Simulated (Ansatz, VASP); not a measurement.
# C in VASP and in Ansatz

Contents of INCAR:

```
  PREC = Accurate
  ENCUT = 520
  EDIFF = 1E-6
  ISMEAR = -1
  SIGMA = 0.1
  LREAL = False
  LASPH = True
  NELM = 60
  ALGO = Normal
  ISIF = 2
  LWAVE = False
  LCHARG = True
  GGA = B5
  ALDAX = 1.0
  AGGAX = 1.0
  AGGAC = 1.0
  ALDAC = 0.0
  LELF = True
  LVHAR = True
  NBANDS = 8
```

KPOINTS

```
regular mesh
0
Gamma
  19 19 19
```

The input POSCAR:

```
C
1.0
    1.7788690356      0.0000000000      0.0000000000
    0.0000000000      1.7788690356      0.0000000000
    0.0000000000      0.0000000000      1.7788690356
C
1
Direct
    0.0000000000      0.0000000000      0.0000000000
```

Input for Ansatz:

```yaml
crystal:
  lattice:
    - [1.7788690356, 0.0, 0.0]
    - [0.0, 1.7788690356, 0.0]
    - [0.0, 0.0, 1.7788690356]
  atoms:
    - { symbol: C, position: [0.0, 0.0, 0.0] }
hamiltonian:
  xc: blyp
  pseudopotentials:
    kind: paw
    azcp:
      C: "pseudopotentials/C.paw.azcp"
basis:
  ecutwfc: 420
  fft_grid_basis: typed
kpoints:
  mp_grid: { grid: [19, 19, 19], shift: [0, 0, 0] }
magnetization:
  spin_polarized: false
scf:
  occupations: { method: fermi_dirac, width: 0.1 }
  lower_state_search: "off"
output:
  stress: true
```

Alike in both runs: task single point; functional BLYP; k mesh 19 × 19 × 19; occupations fermi-dirac, width 0.1 eV; no spin polarisation.

|  | VASP | Ansatz |
| --- | --- | --- |
| version | VASP 6.6.1 | Ansatz 0.2.0 |
| potentials or method | VASP PAW PBE potentials, release 64 (C), cutoff 520 eV | plane waves (420 eV) with PAW, scalar-relativistic |
| valence electrons in the cell | 4 | 4 |

|  | VASP | Ansatz | Ansatz less VASP |
| --- | --- | --- | --- |
| pressure (GPa) | 12.8 | 12.4 | -0.30 |

VASP's potentials were made for PBE, not for BLYP. The functional is the same, so the differences come from potentials, cutoffs and numerics.
